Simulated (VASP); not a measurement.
# CsH (I4/mmm) in VASP: further runs, part 2 of 2

VASP 6.6.1. Earlier steps stand in the parts before.

**4. Single point, r2SCAN**

This run uses another cell than the first one, of the same volume but with other edges.

POSCAR

```
CsH
1.0
    0.0000000000      3.3654670080      2.8606469568
    3.3654670080      0.0000000000      2.8606469568
    3.3654670080      3.3654670080      0.0000000000
Cs H
1 1
Direct
    0.0000000000      0.0000000000      0.0000000000
    0.5000000000      0.5000000000      0.5000000000
```

INCAR.step1

```
SYSTEM = CsH
PREC     = Accurate       ! precision mode
ENCUT    = 520            ! plane-wave cutoff, eV
ISMEAR   = 0              ! smearing method
SIGMA    = 0.05           ! smearing width, eV
LREAL    = .FALSE.        ! projectors in reciprocal space
LASPH    = .TRUE.         ! aspherical terms in the spheres
NELM     = 60             ! most SCF steps
NBANDS   = 12             ! bands
GGA      = PE             ! functional
ALGO     = Normal         ! electronic algorithm
EDIFF    = 1E-4           ! SCF threshold, eV
LWAVE    = .TRUE.         ! write WAVECAR
LCHARG   = .FALSE.        ! write CHGCAR
```

INCAR.step2

```
SYSTEM = CsH
PREC     = Accurate       ! precision mode
ENCUT    = 520            ! plane-wave cutoff, eV
EDIFF    = 1E-6           ! SCF threshold, eV
ISMEAR   = 0              ! smearing method
SIGMA    = 0.05           ! smearing width, eV
LREAL    = .FALSE.        ! projectors in reciprocal space
LASPH    = .TRUE.         ! aspherical terms in the spheres
NELM     = 60             ! most SCF steps
ALGO     = Normal         ! electronic algorithm
ISIF     = 2              ! what is computed and relaxed
LWAVE    = .FALSE.        ! write WAVECAR
LCHARG   = .TRUE.         ! write CHGCAR
METAGGA  = R2SCAN         ! meta-GGA
LMIXTAU  = .TRUE.       
LELF     = .TRUE.         ! ELF
LVHAR    = .TRUE.       
NBANDS   = 12             ! bands
ISTART   = 1
```

KPOINTS

```
Automatic mesh
0
G
  8 8 8
  0 0 0
```

Potentials or basis: VASP PAW PBE potentials, release 64 (Cs_sv, H).

Run with:

```sh
$ cat potpaw_PBE.64/Cs_sv/POTCAR potpaw_PBE.64/H/POTCAR > POTCAR
$ cp INCAR.step1 INCAR
$ mpirun -np 1 vasp_std > vasp.out
$ cp INCAR.step2 INCAR
$ mpirun -np 1 vasp_std > vasp.out
```

OUTCAR:

```text
SYSTEM = CsH
   PREC = Accurate
   ENCUT = 520
   EDIFF = 1E-6
   ISMEAR = 0
   LREAL = .FALSE.
   LASPH = .TRUE.
   NELM = 60
   ISIF = 2
   METAGGA = R2SCAN
   ISTART = 1

 ion  position               nearest neighbor table
   1  0.000  0.000  0.000-
   2  0.500  0.500  0.500-

  LATTYP: Found a body centered tetragonal cell.
 ALAT       =     4.7594890864
 C/A-ratio  =     1.2020815280

  Lattice vectors:

 A1 = (   0.0000000000,  -3.3654670080,  -2.8606469568)
 A2 = (   0.0000000000,   3.3654670080,  -2.8606469568)
 A3 = (   3.3654670080,   0.0000000000,   2.8606469568)

Analysis of symmetry for initial positions (statically):
=====================================================================
 Subroutine PRICEL returns:
 Original cell was already a primitive cell.

 Routine SETGRP: Setting up the symmetry group for a
 body centered tetragonal supercell.

 Subroutine GETGRP returns: Found 16 space group operations
 (whereof 16 operations were pure point group operations)
 out of a pool of 16 trial point group operations.

The static configuration has the point symmetry D_4h.

Analysis of symmetry for dynamics (positions and initial velocities):
=====================================================================
 Subroutine PRICEL returns:
 Original cell was already a primitive cell.

 Routine SETGRP: Setting up the symmetry group for a
 body centered tetragonal supercell.

 Subroutine GETGRP returns: Found 16 space group operations
 (whereof 16 operations were pure point group operations)
 out of a pool of 16 trial point group operations.

The dynamic configuration has the point symmetry D_4h.

 Subroutine INISYM returns: Found 16 space group operations
 (whereof 16 operations are pure point group operations),
 and found     1 'primitive' translations

[... 116 lines left out ...]
  Fermi-wavevector in a.u.,A,eV,Ry     =   0.878105  1.659378 10.491026  0.771069
  Thomas-Fermi vector in A             =   1.998146
   LORBIT       =      0    0 simple, 1 ext, 2 COOP (PROOUT), +10 PAW based schemes
   METAGGA = R2SCAN    functional components
   LHFCALC =     F    Hartree Fock is set to
   AEXX    =    0.0000 exact exchange contribution
   IVDW    =     0    specifies the selected vdW correction
   LEPSILON=     F    determine dielectric tensor
   LRPA    =     F    only Hartree local field effects (RPA)
 non-spin polarized calculation
 Gauss-broadening in eV      SIGMA  =   0.05
  energy-cutoff  :      520.00
  volume of cell :       64.80
 maximum number of plane-waves:      1770
 NGX is ok and might be reduce to    36

 number of electron       9.9999999 magnetization

 Free energy of the ion-electron system (eV)
  ---------------------------------------------------
  ext. energy  EPLUGINS =         0.00000000
  ---------------------------------------------------
  free energy    TOTEN  =       -28.89010705 eV

  energy without entropy =      -28.89010705  energy(sigma->0) =      -28.89010705

 E-fermi :   0.3425     XC(G=0):  -7.5300

 val. band max:        0.0384350214   @ k =   0.5000   0.0000   0.0000
 cond. band min:       2.5407786327   @ k =   0.5000   0.0000   0.0000
 fundamental gap:      2.5023436113
 Fermi energy:         0.3425418135

 k-point     1 :       0.0000    0.0000    0.0000
  band No.  band energies     occupation
      1     -22.1377      2.00000
      2      -8.2787      2.00000
      3      -8.2787      2.00000
      4      -8.1253      2.00000
      5      -1.7448      2.00000
      6       5.3399      0.00000
      7       5.4850      0.00000
      8       5.4850      0.00000
      9       6.1709      0.00000
     10       6.5980      0.00000
     11       9.2953      0.00000
     12       9.6136      0.00000
[... 331 lines left out ...]
 k-point    24 :       0.3750    0.0000    0.1250
  band No.  band energies     occupation
      1     -22.0717      2.00000
      2      -8.8568      2.00000
      3      -8.4255      2.00000
      4      -8.2554      2.00000
      5      -0.6352      2.00000
      6       3.3571      0.00000
      7       4.7383      0.00000
      8       6.0364      0.00000
      9       7.2370      0.00000
     10       7.6139      0.00000
     11       8.6243      0.00000
     12      11.1202      0.00000

 [... further k-points ...]
[... 5 lines left out ...]
  --------------------------------------------------------------------------------------
  -------------------------------------------------------------------------------------
  Total       -0.3534927     -0.3534927      1.6484094      0.0000000      0.0000000     -0.0000000
  in kB       -8.7398935     -8.7398935     40.7559228      0.0000000      0.0000000     -0.0000000
  external PRESSURE =       7.7587119 kB  Pullay stress =       0.0000000 kB

 VOLUME and BASIS-vectors are now :
 -----------------------------------------------------------------------------
  energy-cutoff  :      520.00
  volume of cell :       64.80
      direct lattice vectors                 reciprocal lattice vectors
     0.000000000  3.365467008  2.860646957    -0.148567791  0.148567791  0.174785637
     3.365467008  0.000000000  2.860646957     0.148567791 -0.148567791  0.174785637
     3.365467008  3.365467008  0.000000000     0.148567791  0.148567791 -0.174785637

 POSITION                                       TOTAL-FORCE (eV/Angst)
 -----------------------------------------------------------------------------------
      0.00000      0.00000      0.00000        -0.000000      0.000000      0.000000
      3.36547      3.36547      2.86065         0.000000     -0.000000      0.000000
 -----------------------------------------------------------------------------------
    total drift:                               -0.000000      0.000000      0.000000

  FREE ENERGIE OF THE ION-ELECTRON SYSTEM (eV)
  ---------------------------------------------------
  free  energy   TOTEN  =       -28.8901070513 eV

  energy  without entropy=      -28.8901070513  energy(sigma->0) =      -28.89010705
```

OUTCAR.step1:

```text
SYSTEM = CsH
   PREC = Accurate
   ENCUT = 520
   ISMEAR = 0
   LREAL = .FALSE.
   LASPH = .TRUE.
[... 585 lines left out ...]
      0.00000      0.00000      0.00000        -0.000000      0.000000      0.000000
      3.36547      3.36547      2.86065         0.000000     -0.000000      0.000000
 -----------------------------------------------------------------------------------
    total drift:                               -0.000000      0.000000      0.000000

  FREE ENERGIE OF THE ION-ELECTRON SYSTEM (eV)
  ---------------------------------------------------
  free  energy   TOTEN  =        -4.4611593028 eV

  energy  without entropy=       -4.4611593028  energy(sigma->0) =       -4.46115930
```

OSZICAR.step1:

```text
N       E                     dE             d eps       ncg     rms          rms(c)
DAV:   1     0.442209610654E+02    0.44221E+02   -0.39933E+03  1416   0.676E+02
DAV:   2    -0.169551983098E+01   -0.45916E+02   -0.44183E+02  1840   0.112E+02
DAV:   3    -0.531933091605E+01   -0.36238E+01   -0.36177E+01  1768   0.342E+01
DAV:   4    -0.534789917071E+01   -0.28568E-01   -0.28566E-01  1592   0.355E+00
DAV:   5    -0.534801460394E+01   -0.11543E-03   -0.11543E-03  1820   0.231E-01    0.390E+00
DAV:   6    -0.459364527279E+01    0.75437E+00   -0.63939E-01  1624   0.305E+00    0.164E+00
DAV:   7    -0.443809067044E+01    0.15555E+00   -0.71845E-01  1628   0.290E+00    0.685E-01
DAV:   8    -0.446994214565E+01   -0.31851E-01   -0.88764E-02  1552   0.116E+00    0.436E-01
DAV:   9    -0.446077779249E+01    0.91644E-02   -0.21969E-02  1624   0.582E-01    0.433E-02
DAV:  10    -0.446105248850E+01   -0.27470E-03   -0.23397E-03  1620   0.193E-01    0.271E-02
DAV:  11    -0.446118453332E+01   -0.13204E-03   -0.36270E-04  1596   0.836E-02    0.265E-02
DAV:  12    -0.446115930279E+01    0.25231E-04   -0.84602E-05  1520   0.421E-02
   1 F= -.44611593E+01 E0= -.44611593E+01  d E =-.601371E-11
```

It took 2.5 min on 1 thread of AMD EPYC 9R45 (Zen 5), shared host; peak memory 0.2 GiB.

What came out:

| Property | Result |
| --- | --- |
| Free energy | -28.8901 eV |
| Pressure | 0.8 GPa |
| Band gap on the k mesh | 2.50 eV, direct |

Caveat: the PAW data sets were made with another functional, which shifts forces and pressure a little; spin-orbit coupling is left out, which moves the levels of the heavy elements. A k mesh can miss the band edges.

**5. Single point, r2SCAN**

This run uses another cell than the first one, of the same volume but with other edges.

POSCAR

```
CsH
1.0
    0.0000000000      3.0000228601      3.6000274321
    3.0000228601      0.0000000000      3.6000274321
    3.0000228601      3.0000228601      0.0000000000
Cs H
1 1
Direct
    0.0000000000      0.0000000000      0.0000000000
    0.5000000000      0.5000000000      0.5000000000
```

INCAR.step1

```
SYSTEM = CsH
PREC = Accurate
ENCUT = 520
ISMEAR = 0
SIGMA = 0.05
LREAL = .False.
LASPH = .True.
NELM = 80
NBANDS = 12
GGA = PE
ALGO = Normal
EDIFF = 1E-4
LWAVE = .True.
LCHARG = .False.
```

INCAR.step2

```
SYSTEM = CsH
PREC = Accurate
ENCUT = 520
EDIFF = 1E-7
ISMEAR = 0
SIGMA = 0.05
LREAL = .False.
LASPH = .True.
NELM = 80
ALGO = Normal
ISIF = 2
LWAVE = .False.
LCHARG = .False.
METAGGA = R2SCAN
LMIXTAU = .True.
NBANDS = 12
ISTART = 1
```

KPOINTS

```
Automatic mesh
0
Gamma
  8 8 8
  0 0 0
```

Run with:

```sh
$ cat potpaw_PBE.64/Cs_sv/POTCAR potpaw_PBE.64/H/POTCAR > POTCAR
$ cp INCAR.step1 INCAR
$ mpirun -np 1 vasp_std > vasp.out
$ cp INCAR.step2 INCAR
$ mpirun -np 1 vasp_std > vasp.out
```

Wall time 2.4 min (1 thread of AMD EPYC 9R45 (Zen 5), shared host); peak memory 0.2 GiB.

Results (log left out):

- Free energy: -28.9008 eV
- Pressure: 0.8 GPa
- Band gap on the k mesh: 2.51 eV, direct

Stress tensor (GPa, compression positive):
```
 1.91  0.00  0.00
 0.00  1.91  0.00
 0.00  0.00 -1.44
```

Levels at points of the mesh, in eV from the valence-band top:
| k point | band 3 | band 4 | band 5 | band 6 | band 7 | band 8 |
| --- | --- | --- | --- | --- | --- | --- |
| (0.00, 0.00, 0.00) | -8.16 | -8.16 | -1.77 | 4.75 | 5.08 | 6.01 |
| (0.50, 0.00, 0.00) | -8.53 | -8.16 | 0.00 | 2.51 | 4.67 | 5.82 |
| (0.50, 0.50, 0.00) | -8.30 | -8.30 | -1.30 | 3.75 | 4.92 | 8.67 |
| (0.50, 0.00, 0.50) | -8.67 | -8.58 | -1.34 | 3.33 | 6.50 | 7.37 |

Caveat: the PAW data sets were made with another functional, which shifts forces and pressure a little; spin-orbit coupling is left out, which moves the levels of the heavy elements. A k mesh can miss the band edges.

**6. Single point, r2SCAN**

This run uses another cell than the first one, of the same volume but with other edges.

POSCAR

```
CsH
1.0
    0.0000000000      3.4632734098      2.7013532597
    3.4632734098      0.0000000000      2.7013532597
    3.4632734098      3.4632734098      0.0000000000
Cs H
1 1
Direct
    0.0000000000      0.0000000000      0.0000000000
    0.5000000000      0.5000000000      0.5000000000
```

Edit INCAR.step1 of step 5 so:

```diff
@@ -7,3 +7,3 @@
 LASPH = .True.
-NELM = 80
+NELM = 60
 NBANDS = 12
```

INCAR.step2

```
SYSTEM = CsH
PREC = Accurate
ENCUT = 520
EDIFF = 1E-6
ISMEAR = 0
SIGMA = 0.05
LREAL = .False.
LASPH = .True.
NELM = 60
ALGO = Normal
ISIF = 2
LWAVE = .False.
LCHARG = .True.
METAGGA = R2SCAN
LMIXTAU = .True.
LELF = .True.
LVHAR = .True.
NBANDS = 12
ISTART = 1
```

KPOINTS

```
regular mesh
0
Gamma
  8 8 8
  0 0 0
```

Potentials or basis: VASP PAW PBE potentials, release 64 (Cs_sv, H).

Run with:

```sh
$ cat potpaw_PBE.64/Cs_sv/POTCAR potpaw_PBE.64/H/POTCAR > POTCAR
$ cp INCAR.step1 INCAR
$ mpirun -np 1 vasp_std > vasp.out
$ cp INCAR.step2 INCAR
$ mpirun -np 1 vasp_std > vasp.out
```

It took 2.7 min on 1 thread of AMD EPYC 9R45 (Zen 5), shared host; peak memory 0.2 GiB.

It converged, with:

- Free energy: -28.7314 eV
- Pressure: 1.9 GPa
- Band gap on the k mesh: 2.26 eV, direct

Stress tensor (GPa, compression positive):
```
-1.12  0.00  0.00
 0.00 -1.12  0.00
 0.00  0.00  7.81
```

Levels at points of the mesh, in eV from the valence-band top:
```csv
k point,band 1,band 2,band 3,band 4,band 5,band 6,band 7,band 8,band 9,band 10
"(0.00, 0.00, 0.00)",-22.34,-8.51,-8.51,-8.30,-2.00,4.45,5.30,5.30,5.90,6.28
"(0.50, 0.00, 0.00)",-22.25,-9.31,-8.72,-8.44,0.00,2.26,4.11,6.21,7.10,7.63
"(0.50, 0.50, 0.00)",-22.20,-8.97,-8.97,-8.91,-1.61,2.66,7.37,7.79,7.79,8.39
"(0.50, 0.00, 0.50)",-22.25,-9.26,-8.58,-8.57,-1.58,3.71,4.99,6.59,7.90,8.05
```

Caveat: the PAW data sets were made with another functional, which shifts forces and pressure a little; spin-orbit coupling is left out, which moves the levels of the heavy elements.

**7. Overview**

```tsv
cell	gap on the mesh (eV)	pressure (GPa)
a = 4.383, b = 4.383, c = 5.061 Å, angles 54.7, 54.7, 70.5°, 2 atoms	1.81	3.8
a = 4.919, b = 4.919, c = 4.017 Å, angles 65.9, 65.9, 48.2°, 2 atoms	2.19	2.5
a = 4.417, b = 4.417, c = 4.759 Å, angles 57.4, 57.4, 65.2°, 2 atoms	2.50	0.8
a = 4.686, b = 4.686, c = 4.243 Å, angles 63.1, 63.1, 53.8°, 2 atoms	2.51	0.8
a = 4.392, b = 4.392, c = 4.898 Å, angles 56.1, 56.1, 67.8°, 2 atoms	2.26	1.9
```

Alike in all rows: task single point; level r2SCAN; potentials or basis VASP PAW PBE potentials, release 64 (Cs_sv, H); no spin polarisation; k mesh 8 × 8 × 8; cutoff (eV) 520; smearing gaussian 0.05 eV.

Caveats: the PAW data sets were made with another functional, which shifts forces and pressure a little; spin-orbit coupling is left out, which moves the levels of the heavy elements.

Total energies depend on the potentials used, so only differences within one code and one set of settings carry meaning.
